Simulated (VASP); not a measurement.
Write the native input for VASP 6.6.1 that does the following.

```yaml
Task: single point
Functional: PBE
Potentials_or_basis: VASP PAW PBE potentials, release 64 (F, Li_sv)
Cutoff: 520 eV
k_mesh: 10 × 10 × 6
Occupations: fermi-dirac, width 0.05 eV
Spin: no spin polarisation
Dipole_correction: no
Further_INCAR_settings: ALGO = Normal; EDIFF = 1e-07; NBANDS = 18
```

The structure of LiF lies in POSCAR:

```
LiF
1.0
    3.0403959783      0.0000000000      0.0000000000
   -1.5201979891      2.6330601547      0.0000000000
    0.0000000000      0.0000000000      4.7750596746
F Li
2 2
Direct
    0.6666666667      0.3333333333      0.4938437400
    0.3333333333      0.6666666667      0.9938437400
    0.6666666667      0.3333333333      0.8811542600
    0.3333333333      0.6666666667      0.3811542600
```

The input as run:

INCAR

```
  PREC = Accurate
  ENCUT = 520
  EDIFF = 1E-7
  ISMEAR = -1
  SIGMA = 0.05
  LREAL = False
  LASPH = True
  NELM = 80
  ALGO = Normal
  ISIF = 2
  LWAVE = False
  LCHARG = False
  GGA = PE
  NBANDS = 18
```

KPOINTS

```
Automatic mesh
0
Gamma
  10 10 6
```

Potentials or basis: VASP PAW PBE potentials, release 64 (F, Li_sv).

Command:

```bash
$ cat potpaw_PBE.64/F/POTCAR potpaw_PBE.64/Li_sv/POTCAR > POTCAR
$ mpirun -np 1 vasp_std > vasp.out
```

Results of the run:

* Band gap on the k mesh: 8.02 eV

It took 36 s on 1 thread of Intel(R) Xeon(R) Platinum 8259CL CPU @ 2.50GHz (Skylake/Cascade Lake) (shared host), peak memory 0.16 GiB.
